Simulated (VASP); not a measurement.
# Si3N4 (Fd-3m) in VASP: notebook, part 2 of 3

VASP 6.6.1. Earlier steps stand in the parts before.

## 3. Relaxation of the atoms, PBE (9.28 Å³/atom)

INCAR

```
  ALGO = Normal
  EDIFF = 1E-6
  EDIFFG = -0.01
  ENCUT = 520
  GGA = PE
  IBRION = 2
  ISIF = 2
  ISMEAR = 0
  LASPH = True
  LCHARG = False
  LREAL = False
  LWAVE = False
  NELM = 100
  NSW = 50
  PREC = Accurate
  SIGMA = 0.02
```

KPOINTS

```
k-points
0
Gamma
  6 6 6
```

POSCAR

```
Si3N4
1.0
    0.0000000000      4.0203373680      4.0203373680
    4.0203373680      0.0000000000      4.0203373680
    4.0203373680      4.0203373680      0.0000000000
Si N
6 8
Direct
    0.1250000000      0.1250000000      0.6250000000
    0.1250000000      0.6250000000      0.1250000000
    0.6250000000      0.1250000000      0.1250000000
    0.1250000000      0.1250000000      0.1250000000
    0.7500000000      0.7500000000      0.7500000000
    0.5000000000      0.5000000000      0.5000000000
    0.3671698263      0.3671698263      0.3671698263
    0.3515094788      0.8828301737      0.8828301737
    0.8828301737      0.8828301737      0.3515094788
    0.8828301737      0.3515094788      0.8828301737
    0.3671698263      0.3671698263      0.8984905212
    0.3671698263      0.8984905212      0.3671698263
    0.8828301737      0.8828301737      0.8828301737
    0.8984905212      0.3671698263      0.3671698263
```

Potentials or basis: VASP PAW PBE potentials, release 64 (Si, N).

Run with:

```bash
cat potpaw_PBE.64/Si/POTCAR potpaw_PBE.64/N/POTCAR > POTCAR
mpirun -np 1 vasp_std > vasp.out
```

OUTCAR:

```text
EDIFF = 1E-6
   EDIFFG = -0.01
   ENCUT = 520
   GGA = PE
   IBRION = 2
   ISIF = 2
   ISMEAR = 0
   LASPH = True
   LREAL = False
   NELM = 100
   NSW = 50
   PREC = Accurate

 ion  position               nearest neighbor table
   1  0.125  0.125  0.625-   8 1.95  10 1.95  12 1.95  14 1.95  13 1.95   7 1.95   4 2.84   2 2.84
                             3 2.84   4 2.84   2 2.84   3 2.84
   2  0.125  0.625  0.125-   8 1.95   9 1.95  11 1.95  14 1.95  13 1.95   7 1.95   4 2.84   1 2.84
                             1 2.84   3 2.84   4 2.84   3 2.84
   3  0.625  0.125  0.125-   9 1.95  10 1.95  11 1.95  12 1.95   7 1.95  13 1.95   4 2.84   1 2.84
                             2 2.84   1 2.84   2 2.84   4 2.84
   4  0.125  0.125  0.125-   8 1.95   9 1.95  10 1.95  11 1.95  12 1.95  14 1.95   1 2.84   2 2.84
                             3 2.84   1 2.84   2 2.84   3 2.84
   5  0.750  0.750  0.750-  13 1.85   9 1.85  10 1.85   8 1.85
   6  0.500  0.500  0.500-   7 1.85  11 1.85  12 1.85  14 1.85
   7  0.367  0.367  0.367-   6 1.85   2 1.95   3 1.95   1 1.95
   8  0.352  0.883  0.883-   5 1.85   2 1.95   1 1.95   4 1.95
   9  0.883  0.883  0.352-   5 1.85   3 1.95   2 1.95   4 1.95
  10  0.883  0.352  0.883-   5 1.85   3 1.95   1 1.95   4 1.95
  11  0.367  0.367  0.898-   6 1.85   3 1.95   2 1.95   4 1.95
  12  0.367  0.898  0.367-   6 1.85   3 1.95   1 1.95   4 1.95
  13  0.883  0.883  0.883-   5 1.85   2 1.95   3 1.95   1 1.95
  14  0.898  0.367  0.367-   6 1.85   2 1.95   1 1.95   4 1.95

  LATTYP: Found a face centered cubic cell.
 ALAT       =     8.0406747360

  Lattice vectors:

 A1 = (   0.0000000000,   4.0203373680,   4.0203373680)
 A2 = (   4.0203373680,   0.0000000000,   4.0203373680)
 A3 = (   4.0203373680,   4.0203373680,   0.0000000000)

Analysis of symmetry for initial positions (statically):
=====================================================================
 Subroutine PRICEL returns:
 Original cell was already a primitive cell.

 Routine SETGRP: Setting up the symmetry group for a
 face centered cubic supercell.

 Subroutine GETGRP returns: Found 48 space group operations
 (whereof 24 operations were pure point group operations)
 out of a pool of 48 trial point group operations.

The static configuration has the point symmetry T_d .
 The point group associated with its full space group is O_h .
[... 142 lines left out ...]
   EMIN   =  10.00;   EMAX   =-10.00  energy-range for DOS
   EFERMI =   0.00;   METHOD = LEGACY
   ISMEAR =     0;   SIGMA  =   0.02  broadening in eV -4-tet -1-fermi 0-gaus
   EFERMI_NEDOS =   21; number of points for ismear=-14 and -15
   IALGO  =     38    algorithm
   IMIX   =      4    mixing-type and parameters
     AMIX     =   0.40;   BMIX     =  1.00
     AMIX_MAG =   1.60;   BMIX_MAG =  1.00
  volume/ion in A,a.u.               =       9.28        62.64
  Fermi-wavevector in a.u.,A,eV,Ry     =   1.292793  2.443025 22.739604  1.671314
  Thomas-Fermi vector in A             =   2.424479
   LORBIT       =      0    0 simple, 1 ext, 2 COOP (PROOUT), +10 PAW based schemes
   GGA     = PE    functional components
   LHFCALC =     F    Hartree Fock is set to
   AEXX    =    0.0000 exact exchange contribution
   IVDW    =     0    specifies the selected vdW correction
   LEPSILON=     F    determine dielectric tensor
   LRPA    =     F    only Hartree local field effects (RPA)
 conjugate gradient relaxation of ions
 non-spin polarized calculation
 Gauss-broadening in eV      SIGMA  =   0.02
  energy-cutoff  :      520.00
  volume of cell :      129.96
 maximum number of plane-waves:      3521
   NGX = 21   NGY = 21   NGZ = 21

--------------------------------------- Ionic step        1  -------------------------------------------

 number of electron      63.9999999 magnetization

 Free energy of the ion-electron system (eV)
  ---------------------------------------------------
  ext. energy  EPLUGINS =         0.00000000
  ---------------------------------------------------
  free energy    TOTEN  =      -111.56753592 eV

  energy without entropy =     -111.56753592  energy(sigma->0) =     -111.56753592

------------------------ aborting loop because EDIFF is reached ----------------------------------------

  FORCE on cell =-STRESS in cart. coord.  units (eV):
  Direction    XX          YY          ZZ          XY          YZ          ZX
  --------------------------------------------------------------------------------------
  -------------------------------------------------------------------------------------
  Total      -18.6924038    -18.6924038    -18.6924038     -0.0000000     -0.0000000      0.0000000
  in kB     -230.4402010   -230.4402010   -230.4402010     -0.0000000     -0.0000000      0.0000000
  external PRESSURE =    -230.4402010 kB  Pullay stress =       0.0000000 kB
[... 83 lines left out ...]
--------------------------------------- Ionic step        3  -------------------------------------------

 number of electron      64.0000002 magnetization

 Free energy of the ion-electron system (eV)
  ---------------------------------------------------
  ext. energy  EPLUGINS =         0.00000000
  ---------------------------------------------------
  free energy    TOTEN  =      -111.56945176 eV

  energy without entropy =     -111.56945176  energy(sigma->0) =     -111.56945176

 E-fermi :   7.9730     XC(G=0): -11.7637

 val. band max:        7.8817847169   @ k =  -0.1667   0.1667   0.0000
 cond. band min:      10.8518127731   @ k =   0.0000   0.0000   0.0000
 fundamental gap:      2.9700280562
 Fermi energy:         7.9730150352

 k-point     1 :       0.0000    0.0000    0.0000
  band No.  band energies     occupation
      1      -9.9788      2.00000
      2      -7.0680      2.00000
      3      -6.2030      2.00000
      4      -6.2030      2.00000
      5      -6.2030      2.00000
      6      -5.3894      2.00000
[... 718 lines left out ...]
  FREE ENERGIE OF THE ION-ELECTRON SYSTEM (eV)
  ---------------------------------------------------
  free  energy   TOTEN  =      -111.5694517565 eV

  energy  without entropy=     -111.5694517565  energy(sigma->0) =     -111.56945176

 reached required accuracy - stopping structural energy minimisation
```

OSZICAR:

```text
N       E                     dE             d eps       ncg     rms          rms(c)
DAV:   1     0.273125827732E+03    0.27313E+03   -0.32300E+04  1280   0.150E+03
DAV:   2    -0.103422947229E+03   -0.37655E+03   -0.36202E+03  1680   0.294E+02
[... 22 lines left out ...]
       N       E                     dE             d eps       ncg     rms          rms(c)
DAV:   1    -0.111569339606E+03   -0.69136E-03   -0.19280E-01  1344   0.245E+00    0.126E-01
DAV:   2    -0.111569512759E+03   -0.17315E-03   -0.39185E-03  1544   0.316E-01    0.465E-02
DAV:   3    -0.111569452570E+03    0.60189E-04   -0.15317E-04  1544   0.756E-02    0.236E-02
DAV:   4    -0.111569451666E+03    0.90426E-06   -0.57683E-05  1528   0.362E-02    0.139E-02
DAV:   5    -0.111569451756E+03   -0.90421E-07   -0.38685E-06  1328   0.126E-02
   3 F= -.11156945E+03 E0= -.11156945E+03  d E =-.191583E-02
```

It took 2.2 min on 1 thread of Oxide Virtual Turin-like, shared host; peak memory 0.25 GiB.

What came out:

```yaml
Free_energy: -111.5695 eV
Energy_gained_by_relaxing: 0.1 meV/atom
Ionic_steps: 3
Pressure_after_relaxing: -22.9 GPa
Band_gap_on_the_k_mesh: 2.97 eV (least direct gap 3.04 eV)
```

Step by step:
| step | energy change (eV) | largest force (eV/Å) | pressure (GPa) |
| --- | --- | --- | --- |
| 1 | 0.0000 | 0.1284 | -23.04 |
| 2 | -0.0011 | 0.0831 | -22.81 |
| 3 | -0.0019 | 0.0019 | -22.90 |

Final structure:
```
CELL_PARAMETERS angstrom
0.00000 4.02034 4.02034
4.02034 0.00000 4.02034
4.02034 4.02034 0.00000
ATOMIC_POSITIONS crystal
Si 0.12500 0.12500 0.62500
Si 0.12500 0.62500 0.12500
Si 0.62500 0.12500 0.12500
Si 0.12500 0.12500 0.12500
Si 0.75000 0.75000 0.75000
Si 0.50000 0.50000 0.50000
N 0.36690 0.36690 0.36690
N 0.35070 0.88310 0.88310
N 0.88310 0.88310 0.35070
N 0.88310 0.35070 0.88310
N 0.36690 0.36690 0.89930
N 0.36690 0.89930 0.36690
N 0.88310 0.88310 0.88310
N 0.89930 0.36690 0.36690
```

Levels at points of the mesh, in eV from the valence-band top:
```
           k point  band 28  band 29  band 30  band 31  band 32  band 33  band 34  band 35  band 36  band 37
(0.00, 0.00, 0.00)    -0.09    -0.09    -0.07    -0.07    -0.07     2.97     2.97     2.97     4.00     4.71
(0.50, 0.00, 0.00)    -0.65    -0.46    -0.46    -0.26    -0.26     4.44     5.37     5.44     5.44     6.10
(0.50, 0.50, 0.00)    -1.54    -0.99    -0.99    -0.32    -0.32     6.03     6.03     6.43     6.43     6.95
```

A k mesh can miss the band edges.

(Continued in part 3 of 3.)
